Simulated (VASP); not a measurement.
Here is a VASP 6.6.1 calculation.

File INCAR:

```
ALGO = Normal
EDIFF = 1E-7
ENCUT = 520
GGA = PE
ISIF = 2
ISMEAR = 0
LASPH = T
LCHARG = F
LREAL = F
LWAVE = F
NBANDS = 10
NELM = 100
PREC = Accurate
SIGMA = 0.15
```

The input KPOINTS:

```
k-points
0
Gamma
  14 14 14
```

File POSCAR:

```
K
1.0
   -2.4871000000      2.4871000000      2.7489000000
    2.4871000000     -2.4871000000      2.7489000000
    2.4871000000      2.4871000000     -2.7489000000
K
1
Direct
    0.0000000000      0.0000000000      0.0000000000
```

Potentials or basis: VASP PAW PBE potentials, release 64 (K_sv).

Launch:

```sh
$ cat potpaw_PBE.64/K_sv/POTCAR > POTCAR
$ mpirun -np 1 vasp_std > vasp.out
```

Question: Estimate the pressure.

Answer: 0.3 GPa.

Question: What does it give for the band gap on the k mesh?

Answer: Zero (an odd number of electrons rules out a gap without spin polarisation).

Caveat: the cell differs from its parent crystal (strain -0.050 along x and y, +0.050 along z).
